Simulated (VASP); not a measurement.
# TiB2 (P6/mmm) in VASP: notebook

TiB2 is run at these levels: PBEsol; tasks: single point.

All numbers are computed with VASP 6.6.1; they aren't measurements. Logs are shortened: lines on timing, memory, paths and dates and some standing lists are left out, and cuts for length are marked.

### Step 1. The cell of the first run

It takes space group P6/mmm (No. 191, hexagonal). Conventional cell: a = 3.029 Å, b = 3.029 Å, c = 3.196 Å, α = 90.00°, β = 90.00°, γ = 120.00°. Ti (site symmetry 6/mmm) has 12 B at 2.37 Å and 6 Ti at 3.03 Å within 3.1 Å. Within 2.3 Å of B (site symmetry -6m2) lie 3 B at 1.75 Å.

### Step 2. Single point, PBEsol (zz strain of -1 %)

Contents of INCAR:

```
SYSTEM = TiB2
PREC = Accurate ; ENCUT = 520
EDIFF = 1E-6 ; ISMEAR = -1
SIGMA = 0.08 ; LREAL = .False.
LASPH = .True. ; NELM = 80
ALGO = Normal ; ISIF = 2
LWAVE = .False. ; LCHARG = .False.
GGA = PS ; NBANDS = 16
```

Contents of KPOINTS:

```
Automatic mesh
0
Gamma
  15 15 13
  0 0 0
```

Contents of POSCAR:

```
TiB2
1.0
    3.0291982016      0.0000000000      0.0000000000
   -1.5145991008      2.6233625957      0.0000000000
    0.0000000000      0.0000000000      3.1961160000
Ti B
1 2
Direct
    0.0000000000      0.0000000000      0.0000000000
    0.3333333333      0.6666666667      0.5000000000
    0.6666666667      0.3333333333      0.5000000000
```

Potentials or basis: VASP PAW PBE potentials, release 64 (Ti_sv, B).

Started as:

```bash
$ cat potpaw_PBE.64/Ti_sv/POTCAR potpaw_PBE.64/B/POTCAR > POTCAR
$ mpirun -np 1 vasp_std > vasp.out
```

OUTCAR:

```text
SYSTEM = TiB2
   PREC = Accurate
   ENCUT = 520
   EDIFF = 1E-6
   ISMEAR = -1
   LREAL = .False.
   LASPH = .True.
   NELM = 80
   ISIF = 2
   GGA = PS

 ion  position               nearest neighbor table
   1  0.000  0.000  0.000-   2 2.37   3 2.37   2 2.37   3 2.37   3 2.37   3 2.37   2 2.37   2 2.37
                             3 2.37   3 2.37   2 2.37   2 2.37
   2  0.333  0.667  0.500-   3 1.75   3 1.75   3 1.75   1 2.37   1 2.37   1 2.37   1 2.37   1 2.37
                             1 2.37
   3  0.667  0.333  0.500-   2 1.75   2 1.75   2 1.75   1 2.37   1 2.37   1 2.37   1 2.37   1 2.37
                             1 2.37

  LATTYP: Found a hexagonal cell.
 ALAT       =     3.0291982016
 C/A-ratio  =     1.0551029637

  Lattice vectors:

 A1 = (   3.0291982016,   0.0000000000,   0.0000000000)
 A2 = (  -1.5145991008,   2.6233625957,   0.0000000000)
 A3 = (   0.0000000000,   0.0000000000,   3.1961160000)

Analysis of symmetry for initial positions (statically):
=====================================================================
 Subroutine PRICEL returns:
 Original cell was already a primitive cell.

 Routine SETGRP: Setting up the symmetry group for a
 hexagonal supercell.

 Subroutine GETGRP returns: Found 24 space group operations
 (whereof 24 operations were pure point group operations)
 out of a pool of 24 trial point group operations.

The static configuration has the point symmetry D_6h.

Analysis of symmetry for dynamics (positions and initial velocities):
=====================================================================
 Subroutine PRICEL returns:
 Original cell was already a primitive cell.

 Routine SETGRP: Setting up the symmetry group for a
 hexagonal supercell.

 Subroutine GETGRP returns: Found 24 space group operations
 (whereof 24 operations were pure point group operations)
 out of a pool of 24 trial point group operations.

The dynamic configuration has the point symmetry D_6h.

 Subroutine INISYM returns: Found 24 space group operations
 (whereof 24 operations are pure point group operations),
 and found     1 'primitive' translations

----------------------------------------------------------------------------------------

                                     Primitive cell

  volume of cell :      25.3985

  direct lattice vectors                    reciprocal lattice vectors
     3.029198202  0.000000000  0.000000000     0.330120360  0.190595079  0.000000000
    -1.514599101  2.623362596  0.000000000     0.000000000  0.381190157  0.000000000
     0.000000000  0.000000000  3.196116000     0.000000000  0.000000000  0.312879758

[... 82 lines left out ...]
   LASPH  =      T    aspherical Exc in radial PAW
   ENCUT  =  520.0 eV  38.22 Ry    6.18 a.u.   5.63  5.63  5.94*2*pi/ulx,y,z
   NELM   =     80;   NELMIN=  2; NELMDL= -5     # of ELM steps
   EDIFF  = 0.1E-05   stopping-criterion for ELM
   LREAL  =      F    real-space projection
[... 7 lines left out ...]
   TEBEG  =    0.0;   TEEND  =   0.0 temperature during run
   PSTRESS=    0.0 pullay stress
   NELECT =      18.0000    total number of electrons
   NUPDOWN=      -1.0000    fix difference up-down
   EMIN   =  10.00;   EMAX   =-10.00  energy-range for DOS
   EFERMI =   0.00;   METHOD = LEGACY
   ISMEAR =    -1;   SIGMA  =   0.08  broadening in eV -4-tet -1-fermi 0-gaus
   EFERMI_NEDOS =   21; number of points for ismear=-14 and -15
   IALGO  =     38    algorithm
   IMIX   =      4    mixing-type and parameters
     AMIX     =   0.40;   BMIX     =  1.00
     AMIX_MAG =   1.60;   BMIX_MAG =  1.00
  volume/ion in A,a.u.               =       8.47        57.13
  Fermi-wavevector in a.u.,A,eV,Ry     =   1.459585  2.758216 28.985706  2.130389
  Thomas-Fermi vector in A             =   2.576135
   LORBIT       =      0    0 simple, 1 ext, 2 COOP (PROOUT), +10 PAW based schemes
   GGA     = PS    functional components
   LHFCALC =     F    Hartree Fock is set to
   AEXX    =    0.0000 exact exchange contribution
   IVDW    =     0    specifies the selected vdW correction
   LEPSILON=     F    determine dielectric tensor
   LRPA    =     F    only Hartree local field effects (RPA)
 non-spin polarized calculation
  energy-cutoff  :      520.00
  volume of cell :       25.40
 maximum number of plane-waves:       702
 NGX is ok and might be reduce to    24
   NGX = 11   NGY = 11   NGZ = 11

 number of electron      17.9999998 magnetization

 Free energy of the ion-electron system (eV)
  ---------------------------------------------------
  ext. energy  EPLUGINS =         0.00000000
  ---------------------------------------------------
  free energy    TOTEN  =       -25.79396519 eV

  energy without entropy =      -25.78592516  energy(sigma->0) =      -25.78994518

 E-fermi :  10.0271     XC(G=0): -12.9226

 val. band max:        9.9732132453   @ k =   0.1333   0.1333   0.2308
 cond. band min:      10.0327780053   @ k =   0.2667   0.2000   0.0000
 fundamental gap:      0.0595647600
 Fermi energy:        10.0271443597

 k-point     1 :       0.0000    0.0000    0.0000
  band No.  band energies     occupation
      1     -46.6425      2.00000
      2     -23.0977      2.00000
      3     -22.7855      2.00000
      4     -22.7855      2.00000
      5      -3.4930      2.00000
      6       7.3375      2.00000
[... 433 lines left out ...]
      3     -23.0210      2.00000
      4     -22.9738      2.00000
      5       1.1257      2.00000
      6       1.1911      2.00000
[... 8 lines left out ...]
     15      18.9152      0.00000
     16      20.0454      0.00000

 [... further k-points ...]

------------------------ aborting loop because EDIFF is reached ----------------------------------------

  FORCE on cell =-STRESS in cart. coord.  units (eV):
  Direction    XX          YY          ZZ          XY          YZ          ZX
  --------------------------------------------------------------------------------------
  -------------------------------------------------------------------------------------
  Total       -0.4366347     -0.4366347     -0.3401201      0.0000000      0.0000000     -0.0000000
  in kB      -27.5435722    -27.5435722    -21.4552857      0.0000000      0.0000000     -0.0000000
  external PRESSURE =     -25.5141433 kB  Pullay stress =       0.0000000 kB

 VOLUME and BASIS-vectors are now :
 -----------------------------------------------------------------------------
  energy-cutoff  :      520.00
  volume of cell :       25.40
      direct lattice vectors                 reciprocal lattice vectors
     3.029198202  0.000000000  0.000000000     0.330120360  0.190595079  0.000000000
    -1.514599101  2.623362596  0.000000000     0.000000000  0.381190157  0.000000000
     0.000000000  0.000000000  3.196116000     0.000000000  0.000000000  0.312879758

 POSITION                                       TOTAL-FORCE (eV/Angst)
 -----------------------------------------------------------------------------------
      0.00000      0.00000      0.00000        -0.000000      0.000000      0.000000
     -0.00000      1.74891      1.59806        -0.000000     -0.000000      0.000000
      1.51460      0.87445      1.59806         0.000000      0.000000      0.000000
 -----------------------------------------------------------------------------------
    total drift:                               -0.000000      0.000000      0.000000

  FREE ENERGIE OF THE ION-ELECTRON SYSTEM (eV)
  ---------------------------------------------------
  free  energy   TOTEN  =       -25.7939651936 eV

  energy  without entropy=      -25.7859251642  energy(sigma->0) =      -25.78994518
```

OSZICAR:

```text
N       E                     dE             d eps       ncg     rms          rms(c)
DAV:   1     0.120530193661E+03    0.12053E+03   -0.90773E+03  6056   0.129E+03
DAV:   2    -0.237600091653E+02   -0.14429E+03   -0.13945E+03  6632   0.343E+02
DAV:   3    -0.306582480052E+02   -0.68982E+01   -0.68440E+01  8688   0.731E+01
DAV:   4    -0.308196419068E+02   -0.16139E+00   -0.16131E+00  7456   0.988E+00
DAV:   5    -0.308235798048E+02   -0.39379E-02   -0.39376E-02  8568   0.132E+00    0.173E+01
DAV:   6    -0.258004596941E+02    0.50231E+01   -0.19734E+01  8672   0.488E+01    0.385E+00
DAV:   7    -0.257944563141E+02    0.60034E-02   -0.96784E-01  6504   0.112E+01    0.346E+00
DAV:   8    -0.257967506667E+02   -0.22944E-02   -0.82433E-02  9952   0.240E+00    0.647E-01
DAV:   9    -0.257942794032E+02    0.24713E-02   -0.31220E-02  7560   0.223E+00    0.219E-01
DAV:  10    -0.257939687493E+02    0.31065E-03   -0.24270E-03  7696   0.608E-01    0.696E-02
DAV:  11    -0.257939873780E+02   -0.18629E-04   -0.28761E-04  8568   0.180E-01    0.585E-02
DAV:  12    -0.257939652769E+02    0.22101E-04   -0.95895E-05  7192   0.125E-01    0.115E-02
DAV:  13    -0.257939651936E+02    0.83316E-07   -0.48234E-06  7472   0.203E-02
   1 F= -.25793965E+02 E0= -.25789945E+02  d E =-.804003E-02
```

It took 42 s on 1 thread of Intel Xeon Platinum 8259CL at 2.50GHz (Skylake/Cascade Lake), shared host; peak memory 0.2 GiB.

Results:

```yaml
Free_energy: -25.7940 eV
Pressure: -2.6 GPa
Band_gap_on_the_k_mesh: zero (band 9 reaches 10.31 eV, above the bottom of band 10 at 9.78 eV)
```

Stress tensor (GPa, compression positive):
```
-2.75  0.00  0.00
 0.00 -2.75  0.00
 0.00  0.00 -2.15
```

Levels at points of the mesh, in eV from the Fermi level:
| k point | band 6 | band 7 | band 8 | band 9 | band 10 | band 11 | band 12 | band 13 |
| --- | --- | --- | --- | --- | --- | --- | --- | --- |
| (0.00, 0.00, 0.00) | -2.69 | -2.69 | -2.20 | -2.16 | 1.92 | 1.92 | 3.78 | 3.78 |

Caveat: the cell differs from its parent crystal (zz strain of -1 %); the PAW data sets were made with another functional, which shifts forces and pressure a little.

### Step 3. Single point, PBEsol (zz strain of +1 %)

Contents of INCAR:

```
ALGO = Normal
EDIFF = 1E-6
ENCUT = 520
GGA = PS
ISIF = 2
ISMEAR = -1
LASPH = T
LCHARG = F
LREAL = F
LWAVE = F
NBANDS = 16
NELM = 100
PREC = Accurate
SIGMA = 0.08
```

Contents of KPOINTS:

```
k-points
0
Gamma
  15 15 13
```

Edit POSCAR of step 2 so:

```diff
@@ -4,3 +4,3 @@
    -1.5145991008      2.6233625957      0.0000000000
-    0.0000000000      0.0000000000      3.1961160000
+    0.0000000000      0.0000000000      3.2606840000
 Ti B
```

Potentials or basis: VASP PAW PBE potentials, release 64 (Ti_sv, B).

Started as:

```bash
$ cat potpaw_PBE.64/Ti_sv/POTCAR potpaw_PBE.64/B/POTCAR > POTCAR
$ mpirun -np 1 vasp_std > vasp.out
```

It took 43 s on 1 thread of Intel Xeon Platinum 8259CL at 2.50GHz (Skylake/Cascade Lake), shared host; peak memory 0.2 GiB.

It converged, with:

| Property | Result |
| --- | --- |
| Free energy | -25.7729 eV |
| Pressure | -6.8 GPa |
| Band gap on the k mesh | zero (band 9 reaches 10.14 eV, above the bottom of band 10 at 9.69 eV) |

Stress tensor (GPa, compression positive):
```
 -4.66   0.00   0.00
  0.00  -4.66   0.00
  0.00   0.00 -10.98
```

Levels at points of the mesh, in eV from the Fermi level:
| k point | band 7 | band 8 | band 9 | band 10 | band 11 | band 12 |
| --- | --- | --- | --- | --- | --- | --- |
| (0.00, 0.00, 0.00) | -2.52 | -2.43 | -2.16 | 1.85 | 1.85 | 3.56 |

Caveat: the cell differs from its parent crystal (zz strain of +1 %); the PAW data sets were made with another functional, which shifts forces and pressure a little.

(Continued in part 2 of 2.)
